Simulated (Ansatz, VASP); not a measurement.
One calculation of SnTe, two programs

INCAR

```
PREC = Accurate ; ENCUT = 520
EDIFF = 1E-6 ; ISMEAR = 0
SIGMA = 0.01 ; LREAL = F
LASPH = T ; NELM = 100
ALGO = Normal ; ISIF = 2
LWAVE = F ; LCHARG = T
GGA = PE ; LELF = T
LVHAR = T ; NBANDS = 28
```

File KPOINTS:

```
regular mesh
0
Gamma
  6 6 4
```

Contents of POSCAR:

```
SnTe
1.0
    5.5257893965      0.0000000000      0.0000000000
   -2.7628946982      4.7854739933      0.0000000000
    0.0000000000      0.0000000000      6.5992634247
Sn Te
2 2
Direct
    0.3333333333      0.6666666667      0.2500000000
    0.6666666667      0.3333333333      0.7500000000
    0.6666666667      0.3333333333      0.2500000000
    0.3333333333      0.6666666667      0.7500000000
```

Input for Ansatz:

```yaml
crystal:
  lattice:
    - [5.5257893965, 0.0, 0.0]
    - [-2.7628946982, 4.7854739933, 0.0]
    - [0.0, 0.0, 6.5992634247]
  atoms:
    - { symbol: Sn, position: [0.3333333333, 0.6666666667, 0.25] }
    - { symbol: Sn, position: [0.6666666667, 0.3333333333, 0.75] }
    - { symbol: Te, position: [0.6666666667, 0.3333333333, 0.25] }
    - { symbol: Te, position: [0.3333333333, 0.6666666667, 0.75] }
kpoints:
  mp_grid: { grid: [6, 6, 4] }
hamiltonian:
  xc: pbe
scf:
  occupations: { method: fixed }
  n_extra_bands: 5
output:
  forces: true
  stress: true
  eigenvalues: true
```

Alike in both runs: task single point; functional PBE; k mesh 6 × 6 × 4; no spin polarisation.

|  | VASP | Ansatz |
| --- | --- | --- |
| version | VASP 6.6.1 | Ansatz 0.2.0 |
| potentials or method | VASP PAW PBE potentials, release 64 (Sn_d, Te) | plane waves, PAW |
| plane-wave cutoff (eV) | 520 | 420 |
| occupations | gaussian, width 0.01 eV | fixed |
| valence electrons in the cell | 40 | 60 |

Ansatz gave:

* gap on the k mesh at the Fermi level (eV): 0.59
* pressure (GPa): -1.5
* traceless stress, the component that is largest in VASP (GPa): -0.05

Question: Which values does VASP return?

Answer: gap on the k mesh at the Fermi level (eV): 0.59; pressure (GPa): -1.6; traceless stress, the component that is largest in VASP (GPa): -0.05.

VASP's potentials hold 40 valence electrons a cell and Ansatz's 60, so a difference there can come from the potentials and not from the codes.

Spin-orbit coupling is off throughout.
